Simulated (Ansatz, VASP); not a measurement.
## One calculation of TiC, two programs

```xyz
2
Lattice="0.0000 2.1936 2.1059 2.1936 0.0000 2.1059 2.1936 2.1936 0.0000" Properties=species:S:1:pos:R:3 pbc="T T T"
Ti    0.0000    0.0000    0.0000
C     2.1936    2.1936    2.1059
```

Alike in both runs: task single point; functional PBEsol; k mesh 20 × 20 × 20; no spin polarisation.

|  | VASP | Ansatz |
| --- | --- | --- |
| version | VASP 6.6.1 | Ansatz 0.2.0 |
| potentials or method | VASP PAW PBE potentials, release 64 (Ti_sv, C), cutoff 520 eV | scalar-relativistic, plane waves, PAW |
| occupations | methfessel-paxton of order 1, width 0.1 eV | cold, width 0.1 eV |
| valence electrons in the cell | 16 | 16 |

```csv
,VASP,Ansatz,Ansatz less VASP
gap on the k mesh at the Fermi level (eV),none,none,-
pressure (GPa),-5.1,-5.4,-0.25
"traceless stress, the component that is largest in VASP (GPa)",11.42,11.37,-0.046
```

VASP's potentials were made for PBE, not for PBEsol. A gap of «none» marks a metal or a gap that the smearing closes.
